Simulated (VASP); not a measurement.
**Zr2SeS2: single point with PBE**

Zr2SeS2:

```
CELL_PARAMETERS angstrom
5.03358 0.00000 0.00000
0.00000 5.03358 0.00000
0.00000 0.00000 4.63459
ATOMIC_POSITIONS crystal
Zr 0.00000 0.50000 0.00000
Zr 0.50000 0.00000 0.00000
Se 0.50000 0.50000 0.00000
S 0.50000 0.50000 0.50000
S 0.00000 0.00000 0.50000
```

The cell was built from a structure type or drawn by symmetry, and may not be a known phase.

* Program: VASP 6.6.1
* Task: single point
* Functional: PBE
* Potentials or basis: VASP PAW PBE potentials, release 64 (Zr_sv, Se, S)
* Cutoff: 520 eV
* k mesh: 4 × 4 × 4
* Occupations: gaussian, width 0.1 eV
* Spin: no spin polarisation

* Pressure: 0.1 GPa
* Band gap on the k mesh: zero (bands 21 and 22 overlap by 1.37 eV)

Stress tensor (GPa, compression positive):
```
 0.17  0.00  0.00
 0.00  0.17  0.00
 0.00  0.00 -0.03
```

Levels at points of the mesh, in eV from the Fermi level:
```tsv
k point	band 17	band 18	band 19	band 20	band 21	band 22	band 23	band 24	band 25	band 26
(0.00, 0.00, 0.00)	-2.30	-2.11	-1.52	-0.99	-0.99	-0.93	-0.93	-0.39	-0.01	0.56
(0.50, 0.00, 0.00)	-2.86	-2.83	-1.53	-0.59	-0.38	-0.15	0.42	0.45	0.97	1.60
(0.50, 0.50, 0.00)	-3.23	-1.46	-1.46	0.44	0.44	0.94	1.09	1.42	1.60	1.86
(0.00, 0.00, 0.50)	-2.52	-2.00	-1.97	-1.97	-1.61	0.54	0.74	1.36	1.36	1.48
(0.50, 0.00, 0.50)	-2.96	-2.78	-2.24	-2.16	-0.82	0.49	0.80	0.81	1.44	1.44
(0.50, 0.50, 0.50)	-2.57	-1.74	-1.23	-1.23	-0.48	-0.48	0.11	0.79	0.97	0.97
```

Run time: 38 s on 1 thread of AMD EPYC 9R45 96-Core Processor (Zen 5), with other jobs on the host, peak memory 0.22 GiB.
